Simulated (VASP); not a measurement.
Runs of VASP 6.6.1 on Hf. The structure is that of space group P6/mmm (No. 191), or close to it. The cells are those of the table. 

| cell | k mesh | gap on the mesh (eV) | pressure (GPa) |
| --- | --- | --- | --- |
| a = 5.102, b = 5.102, c = 3.172 Å, angles 90.0, 90.0, 120.0°, 3 atoms | 8 × 8 × 11 | none | -8.0 |
| a = 5.038, b = 5.038, c = 3.132 Å, angles 90.0, 90.0, 120.0°, 3 atoms | 8 × 8 × 11 | none | -4.6 |
| a = 4.972, b = 4.972, c = 3.091 Å, angles 90.0, 90.0, 120.0°, 3 atoms | 8 × 8 × 11 | none | -0.5 |
| a = 4.765, b = 4.765, c = 2.962 Å, angles 90.0, 90.0, 120.0°, 3 atoms | 8 × 8 × 11 | none | (a) |
| a = 4.972, b = 4.972, c = 3.091 Å, angles 90.0, 90.0, 120.0°, 3 atoms | 7 × 7 × 10 | none | -0.5 |
| a = 5.164, b = 5.164, c = 3.210 Å, angles 90.0, 90.0, 120.0°, 3 atoms | 8 × 8 × 11 | none | -10.8 |
| a = 4.836, b = 4.836, c = 3.007 Å, angles 90.0, 90.0, 120.0°, 3 atoms | 8 × 8 × 11 | none | (b) |
| a = 4.905, b = 4.905, c = 3.049 Å, angles 90.0, 90.0, 120.0°, 3 atoms | 8 × 8 × 11 | none | 4.4 |

Alike in all rows: task single point; level r2SCAN; potentials or basis VASP PAW PBE potentials, release 64 (Hf_pv); no spin polarisation; cutoff (eV) 520; smearing fermi-dirac 0.1 eV.

Q: Fill in the values left out.

A: (a) 17.3; (b) 10.2.

Caveats: the PAW data sets were made with another functional, which shifts forces and pressure a little; spin-orbit coupling is left out, which moves the levels of the heavy elements.

A k mesh can miss the band edges, and the runs leave out spin-orbit coupling on Hf.

A gap of «none» marks levels without a gap at the run's occupations.
